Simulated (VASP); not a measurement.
# AlN in VASP: further runs, part 2 of 3

VASP 6.6.1. Earlier steps stand in the parts before.

## Step 3: Single point, PBEsol (mode 4 frozen in at -0.057 Å, strain +e along z and -e/2 along x and y +0.0467)

The input, INCAR:

```
PREC = Accurate ; ENCUT = 520
EDIFF = 1E-7 ; ISMEAR = 0
SIGMA = 0.05 ; LREAL = False
LASPH = True ; NELM = 100
ALGO = Normal ; ISIF = 2
LWAVE = False ; LCHARG = False
GGA = PS ; NBANDS = 11
```

The input, KPOINTS:

```
Automatic mesh
0
Gamma
  10 10 10
```

The input, POSCAR:

```
AlN
1.0
    0.0000000000      2.2908669450      2.1375515447
    2.1375515447      0.0000000000      2.1375515447
    2.1375515447      2.2908669450      0.0000000000
Al N
1 1
Direct
   -0.0067599835      0.0067599835      0.0067599835
    0.7630216860      0.7369783140      0.7369783140
```

Potentials or basis: VASP PAW PBE potentials, release 64 (Al, N).

Started as:

```console
> cat potpaw_PBE.64/Al/POTCAR potpaw_PBE.64/N/POTCAR > POTCAR
> mpirun -np 1 vasp_std > vasp.out
```

OUTCAR:

```text
PREC = Accurate
   ENCUT = 520
   EDIFF = 1E-7
   ISMEAR = 0
   LREAL = False
   LASPH = True
   NELM = 100
   ISIF = 2
   GGA = PS

 ion  position               nearest neighbor table
   1  0.993  0.007  0.007-   2 1.85   2 1.85   2 1.95   2 1.95
   2  0.763  0.737  0.737-   1 1.85   1 1.85   1 1.95   1 1.95

  LATTYP: Found a body centered tetragonal cell.
 ALAT       =     3.0229543848
 C/A-ratio  =     1.5156477098

  Lattice vectors:

 A1 = (   0.0000000000,  -2.2908669450,   2.1375515447)
 A2 = (   0.0000000000,  -2.2908669450,  -2.1375515447)
 A3 = (   2.1375515447,   2.2908669450,   0.0000000000)

Analysis of symmetry for initial positions (statically):
=====================================================================
 Subroutine PRICEL returns:
 Original cell was already a primitive cell.

 Routine SETGRP: Setting up the symmetry group for a
 body centered tetragonal supercell.

 Subroutine GETGRP returns: Found  2 space group operations
 (whereof  2 operations were pure point group operations)
 out of a pool of 16 trial point group operations.

The static configuration has the point symmetry C_2 .

Analysis of symmetry for dynamics (positions and initial velocities):
=====================================================================
 Subroutine PRICEL returns:
 Original cell was already a primitive cell.

 Routine SETGRP: Setting up the symmetry group for a
 body centered tetragonal supercell.

 Subroutine GETGRP returns: Found  2 space group operations
 (whereof  2 operations were pure point group operations)
 out of a pool of 16 trial point group operations.

The dynamic configuration has the point symmetry C_2 .

 Subroutine INISYM returns: Found  2 space group operations
 (whereof  2 operations are pure point group operations),
 and found     1 'primitive' translations

----------------------------------------------------------------------------------------

                                     Primitive cell

  volume of cell :      20.9345

  direct lattice vectors                    reciprocal lattice vectors
     0.000000000  2.290866945  2.137551545    -0.233912488  0.218257984  0.233912488
     2.137551545  0.000000000  2.137551545     0.233912488 -0.218257984  0.233912488
     2.137551545  2.290866945  0.000000000     0.233912488  0.218257984 -0.233912488

  length of vectors
     3.133240809  3.022954385  3.133240809     0.396316353  0.396316353  0.396316353

  position of ions in fractional coordinates (direct lattice)
     0.993240017  0.006759983  0.006759983
     0.763021686  0.736978314  0.736978314

  ion indices of the primitive-cell ions
   primitive index   ion index
                 1           1
                 2           2

----------------------------------------------------------------------------------------

 KPOINTS: Automatic mesh

Automatic generation of k-mesh.
 Grid dimensions read from file:
 generate k-points for:   10   10   10

 Generating k-lattice:

  Cartesian coordinates                     Fractional coordinates (reciprocal lattice)
    -0.023391249  0.021825798  0.023391249     0.100000000  0.000000000  0.000000000
     0.023391249 -0.021825798  0.023391249    -0.000000000  0.100000000 -0.000000000
     0.023391249  0.021825798 -0.023391249     0.000000000  0.000000000  0.100000000

  Length of vectors
     0.039631635  0.039631635  0.039631635

  Shift w.r.t. Gamma in fractional coordinates (k-lattice)
     0.000000000  0.000000000  0.000000000

 Subroutine IBZKPT returns following result:
 ===========================================

 Found    282 irreducible k-points:

 Following reciprocal coordinates:
            Coordinates               Weight
  0.000000  0.000000  0.000000      1.000000
  0.100000  0.000000 -0.000000      4.000000
 -0.000000 -0.100000 -0.000000      4.000000
  0.200000  0.000000 -0.000000      4.000000
 -0.000000 -0.200000 -0.000000      4.000000
  0.300000  0.000000  0.000000      4.000000
[... 16 lines left out ...]
  0.000000 -0.400000 -0.100000      4.000000
 -0.100000 -0.100000  0.300000      4.000000
 [... further k-points ...]
   k-points           NKPTS =    282   k-points in BZ     NKDIM =    282   number of bands    NBANDS=     11
   number of dos      NEDOS =    301   number of ions     NIONS =      2
   total plane-waves  NPLWV =  13824
   dimension x,y,z NGX =    24 NGY =   24 NGZ =   24
   dimension x,y,z NGXF=    48 NGYF=   48 NGZF=   48
   ions per type =               1   1
   NGX,Y,Z   is equivalent  to a cutoff of  12.73, 13.20, 12.73 a.u.
   NGXF,Y,Z  is equivalent  to a cutoff of  25.47, 26.40, 25.47 a.u.
 SYSTEM =  unknown system
   PREC   = accura    normal or accurate (medium, high low for compatibility)
   ISTART =      0    job   : 0-new  1-cont  2-samecut
   ICHARG =      2    charge: 1-file 2-atom 10-const
   ISPIN  =      1    spin polarized calculation?
   LNONCOLLINEAR =      F non collinear calculations
   LSORBIT =      F    spin-orbit coupling
   LASPH  =      T    aspherical Exc in radial PAW
   ENCUT  =  520.0 eV  38.22 Ry    6.18 a.u.   5.83  5.62  5.83*2*pi/ulx,y,z
   NELM   =    100;   NELMIN=  2; NELMDL= -5     # of ELM steps
   EDIFF  = 0.1E-06   stopping-criterion for ELM
   LREAL  =      F    real-space projection
   EDIFFG = 0.1E-05   stopping-criterion for IOM
   NSW    =      0    number of steps for IOM
   IBRION =     -1    ionic relax: 0-MD 1-quasi-New 2-CG
   NFREE  =      0    steps in history (QN), initial steepest desc. (CG)
   ISIF   =      2    stress and relaxation
   ISYM   =      2    0-nonsym 1-usesym 2-fastsym
   POTIM  = 0.5000    time-step for ionic-motion
   TEBEG  =    0.0;   TEEND  =   0.0 temperature during run
   PSTRESS=    0.0 pullay stress
   NELECT =       8.0000    total number of electrons
   NUPDOWN=      -1.0000    fix difference up-down
   EMIN   =  10.00;   EMAX   =-10.00  energy-range for DOS
   EFERMI =   0.00;   METHOD = LEGACY
   ISMEAR =     0;   SIGMA  =   0.05  broadening in eV -4-tet -1-fermi 0-gaus
   EFERMI_NEDOS =   21; number of points for ismear=-14 and -15
   IALGO  =     38    algorithm
   IMIX   =      4    mixing-type and parameters
     AMIX     =   0.40;   BMIX     =  1.00
     AMIX_MAG =   1.60;   BMIX_MAG =  1.00
  volume/ion in A,a.u.               =      10.47        70.64
  Fermi-wavevector in a.u.,A,eV,Ry     =   1.188002  2.244998 19.202563  1.411349
  Thomas-Fermi vector in A             =   2.324141
   LORBIT       =      0    0 simple, 1 ext, 2 COOP (PROOUT), +10 PAW based schemes
   GGA     = PS    functional components
   LHFCALC =     F    Hartree Fock is set to
   AEXX    =    0.0000 exact exchange contribution
   IVDW    =     0    specifies the selected vdW correction
   LEPSILON=     F    determine dielectric tensor
   LRPA    =     F    only Hartree local field effects (RPA)
 non-spin polarized calculation
 Gauss-broadening in eV      SIGMA  =   0.05
  energy-cutoff  :      520.00
  volume of cell :       20.93
 maximum number of plane-waves:       576
   NGX = 11   NGY = 11   NGZ = 11

 number of electron       8.0000000 magnetization

 Free energy of the ion-electron system (eV)
  ---------------------------------------------------
  ext. energy  EPLUGINS =         0.00000000
  ---------------------------------------------------
  free energy    TOTEN  =       -15.53091645 eV

  energy without entropy =      -15.53091645  energy(sigma->0) =      -15.53091645

 E-fermi :   6.2795     XC(G=0): -11.1113

 val. band max:        6.0689329948   @ k =   0.0000   0.0000   0.0000
 cond. band min:       8.9420984309   @ k =   0.5000   0.5000   0.0000
 fundamental gap:      2.8731654360
 Fermi energy:         6.2795432784

 k-point     1 :       0.0000    0.0000    0.0000
  band No.  band energies     occupation
      1      -9.0894      2.00000
      2       5.5157      2.00000
      3       5.9695      2.00000
      4       6.0689      2.00000
      5       9.8960      0.00000
      6      18.2503      0.00000
      7      18.2711      0.00000
      8      18.3137      0.00000
      9      22.0223      0.00000
     10      23.1090      0.00000
     11      24.4614      0.00000
[... 309 lines left out ...]
 k-point    24 :      -0.1000   -0.1000    0.3000
  band No.  band energies     occupation
      1      -7.3556      2.00000
      2       0.8486      2.00000
      3       5.0007      2.00000
      4       5.4098      2.00000
      5      12.8217      0.00000
      6      15.3534      0.00000
      7      17.1179      0.00000
      8      18.0665      0.00000
      9      21.8133      0.00000
     10      24.3938      0.00000
     11      25.6308      0.00000

 [... further k-points ...]
[... 5 lines left out ...]
  --------------------------------------------------------------------------------------
  -------------------------------------------------------------------------------------
  Total        0.4627896     -0.7877806      0.6408033      0.0000000     -0.7727440      0.0000000
  in kB       35.4185777    -60.2910418     49.0424656      0.0000000    -59.1402495      0.0000000
  external PRESSURE =       8.0566672 kB  Pullay stress =       0.0000000 kB

 VOLUME and BASIS-vectors are now :
 -----------------------------------------------------------------------------
  energy-cutoff  :      520.00
  volume of cell :       20.93
      direct lattice vectors                 reciprocal lattice vectors
     0.000000000  2.290866945  2.137551545    -0.233912488  0.218257984  0.233912488
     2.137551545  0.000000000  2.137551545     0.233912488 -0.218257984  0.233912488
     2.137551545  2.290866945  0.000000000     0.233912488  0.218257984 -0.233912488

 POSITION                                       TOTAL-FORCE (eV/Angst)
 -----------------------------------------------------------------------------------
      0.02890      2.29087      2.13755        -1.155638      0.000000      0.000000
      3.15066      3.43630      3.20633         1.155638     -0.000000      0.000000
 -----------------------------------------------------------------------------------
    total drift:                                0.000005      0.000000     -0.000000

  FREE ENERGIE OF THE ION-ELECTRON SYSTEM (eV)
  ---------------------------------------------------
  free  energy   TOTEN  =       -15.5309164490 eV

  energy  without entropy=      -15.5309164490  energy(sigma->0) =      -15.53091645
```

stdout:

```text
POSCAR found type information on POSCAR AlN
 POSCAR found :  2 types and       2 ions
 scaLAPACK will be used
 -----------------------------------------------------------------------------
|                                                                             |
|                                                                             |
|     You enforced a specific xc type in the INCAR file but a different       |
|     I HOPE YOU KNOW WHAT YOU ARE DOING!                                     |
|                                                                             |
 -----------------------------------------------------------------------------

 LDA part: xc-table for (Slater+PW92), standard interpolation
 POSCAR, INCAR and KPOINTS ok, starting setup
 FFT: planning ... GRIDC
 FFT: planning ... GRID_SOFT
 FFT: planning ... GRID
 WAVECAR not read
 entering main loop
```

It took 42 s on 1 thread of Intel Xeon Platinum 8259CL at 2.50GHz (Skylake/Cascade Lake), shared host; peak memory 0.18 GiB.

What came out:

| Item | Value |
| --- | --- |
| Free energy | -15.5309 eV |
| Pressure | 0.8 GPa |
| Largest force | 1.156 eV/Å |
| Band gap on the k mesh | 2.87 eV, indirect (least direct gap 3.83 eV) |

Forces in eV/Å, atoms in the order of the input:
```
Al  -1.156  0.000  0.000
N    1.156  0.000  0.000
```

Caveat: the cell differs from its parent crystal (mode 4 frozen in at -0.057 Å, strain +e along z and -e/2 along x and y +0.0467); the PAW data sets were made with another functional, which shifts forces and pressure a little. A k mesh can miss the band edges.

## Step 4: Single point, PBEsol (mode 4 frozen in at -0.038 Å, strain +e along z and -e/2 along x and y -0.0233)

The input, INCAR:

```
  ALGO = Normal
  EDIFF = 1E-6
  ENCUT = 520
  GGA = PS
  ISIF = 2
  ISMEAR = 0
  LASPH = T
  LCHARG = F
  LREAL = F
  LWAVE = F
  NBANDS = 11
  NELM = 80
  PREC = Accurate
  SIGMA = 0.05
```

The input, KPOINTS:

```
k-points
0
Gamma
  10 10 10
```

The input, POSCAR:

```
AlN
1.0
    0.0000000000      2.1376609775      2.2141545284
    2.2141545284      0.0000000000      2.2141545284
    2.2141545284      2.1376609775      0.0000000000
Al N
1 1
Direct
   -0.0045066557      0.0045066557      0.0045066557
    0.7586811240      0.7413188760      0.7413188760
```

Started as:

```console
> cat potpaw_PBE.64/Al/POTCAR potpaw_PBE.64/N/POTCAR > POTCAR
> mpirun -np 1 vasp_std > vasp.out
```

Wall time 39 s (1 thread of Intel Xeon Platinum 8259CL at 2.50GHz (Skylake/Cascade Lake), shared host); peak memory 0.18 GiB.

The run converged. Its results:

```yaml
Free_energy: -15.5800 eV
Pressure: 0.4 GPa
Largest_force: 0.851 eV/Å
Band_gap_on_the_k_mesh: 2.90 eV, indirect (least direct gap 3.88 eV)
```

Forces on the atoms (eV/Å):
```
Al  -0.851  0.000  0.000
N    0.851  0.000  0.000
```

Stress tensor (GPa, compression positive):
```
-1.33  0.00  0.00
 0.00  3.30 -4.03
 0.00 -4.03 -0.67
```

Levels at points of the mesh, in eV from the valence-band top:
```tsv
k point	band 2	band 3	band 4	band 5	band 6	band 7
(0.00, 0.00, 0.00)	-0.33	-0.23	0.00	3.88	12.19	12.24
(0.50, 0.00, 0.00)	-6.03	-0.84	-0.60	7.02	9.57	10.44
(0.00, 0.50, 0.00)	-6.12	-0.82	-0.42	6.96	9.49	10.55
(0.50, 0.50, 0.00)	-5.23	-1.87	-1.87	3.05	8.42	13.36
(0.00, 0.50, 0.50)	-5.23	-1.98	-1.77	3.06	8.44	13.37
(0.50, 0.00, 0.50)	-4.89	-2.16	-2.15	2.90	7.88	13.99
```

Caveat: the cell differs from its parent crystal (mode 4 frozen in at -0.038 Å, strain +e along z and -e/2 along x and y -0.0233); the PAW data sets were made with another functional, which shifts forces and pressure a little. A k mesh can miss the band edges.

## Step 5: Single point, PBEsol (mode 4 frozen in at +0.000 Å, strain +e along z and -e/2 along x and y +0.0233)

The input, INCAR:

```
ALGO     = Normal         # electronic algorithm
EDIFF    = 1E-6           # SCF threshold, eV
ENCUT    = 520            # plane-wave cutoff, eV
GGA      = PS             # functional
ISIF     = 2              # what is computed and relaxed
ISMEAR   = 0              # smearing method
LASPH    = True           # aspherical terms in the spheres
LCHARG   = False          # write CHGCAR
LREAL    = False          # projectors in reciprocal space
LWAVE    = False          # write WAVECAR
NBANDS   = 11             # bands
NELM     = 100            # most SCF steps
PREC     = Accurate       # precision mode
SIGMA    = 0.05           # smearing width, eV
```

KPOINTS is that of step 4.

The input, POSCAR:

```
AlN
1.0
    0.0000000000      2.2396523787      2.1631588278
    2.1631588278      0.0000000000      2.1631588278
    2.1631588278      2.2396523787      0.0000000000
Al N
1 1
Direct
    0.0000000000      0.0000000000      0.0000000000
    0.7500000000      0.7500000000      0.7500000000
```

Started as:

```console
> cat potpaw_PBE.64/Al/POTCAR potpaw_PBE.64/N/POTCAR > POTCAR
> mpirun -np 1 vasp_std > vasp.out
```

Run time: 7.5 s. Hardware: 1 thread of Intel Xeon 6975P-C (Granite Rapids), shared host; peak memory 0.14 GiB.

The run converged. Its results:

```yaml
Free_energy: -15.6040 eV
Pressure: 0.0 GPa
Band_gap_on_the_k_mesh: 3.08 eV, indirect (least direct gap 4.02 eV)
```

Stress tensor (GPa, compression positive):
```
 1.68  0.00  0.00
 0.00 -3.34  0.00
 0.00  0.00  1.68
```

Levels at points of the mesh, in eV from the valence-band top:
```tsv
k point	band 1	band 2	band 3	band 4	band 5	band 6	band 7	band 8	band 9
(0.00, 0.00, 0.00)	-14.98	-0.16	-0.01	-0.01	4.02	12.34	12.34	12.37	16.84
(0.50, 0.00, 0.00)	-12.91	-5.95	-0.69	-0.39	7.12	9.67	10.69	11.26	17.64
(0.50, 0.50, 0.00)	-12.22	-4.88	-1.94	-1.93	3.08	8.21	13.92	14.88	15.92
(0.50, 0.00, 0.50)	-12.38	-5.21	-1.65	-1.65	3.24	8.74	13.32	15.68	15.68
```

Caveat: the cell differs from its parent crystal (mode 4 frozen in at +0.000 Å, strain +e along z and -e/2 along x and y +0.0233); the PAW data sets were made with another functional, which shifts forces and pressure a little. A k mesh can miss the band edges.

(Part 2 of 3 ends here.)
